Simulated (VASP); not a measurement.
A run of VASP 6.6.1:

INCAR

```
PREC     = Accurate       # precision mode
ENCUT    = 520            # plane-wave cutoff, eV
EDIFF    = 1E-6           # SCF threshold, eV
ISMEAR   = 0              # smearing method
SIGMA    = 0.05           # smearing width, eV
LREAL    = F              # projectors in reciprocal space
LASPH    = T              # aspherical terms in the spheres
NELM     = 100            # most SCF steps
ALGO     = Normal         # electronic algorithm
ISIF     = 2              # what is computed and relaxed
LWAVE    = F              # write WAVECAR
LCHARG   = F              # write CHGCAR
GGA      = PE             # functional
NBANDS   = 20             # bands
```

Contents of KPOINTS:

```
Automatic mesh
0
Gamma
  8 8 8
```

File POSCAR:

```
CdF2
1.0
   -0.1287982779      2.6311648190      2.6311648190
    2.6311648190     -0.1287982779      2.6311648190
    2.6311648190      2.6311648190     -0.1287982779
Cd F
1 2
Direct
    0.0000000000      0.0000000000      0.0000000000
    0.2500000000      0.2500000000      0.2500000000
    0.7500000000      0.7500000000      0.7500000000
```

Potentials or basis: VASP PAW PBE potentials, release 64 (Cd, F).

The run is started by

```bash
$ cat potpaw_PBE.64/Cd/POTCAR potpaw_PBE.64/F/POTCAR > POTCAR
$ mpirun -np 1 vasp_std > vasp.out
```

Hardware: 1 thread of Intel(R) Xeon(R) Platinum 8488C (Sapphire Rapids), with other jobs on the host.

Task: How long does it take, and how much memory?

Result: It took 27 s on 1 thread of Intel(R) Xeon(R) Platinum 8488C (Sapphire Rapids), on a shared host, peak memory 0.18 GiB. Counts: scf iterations 14, k points 65.
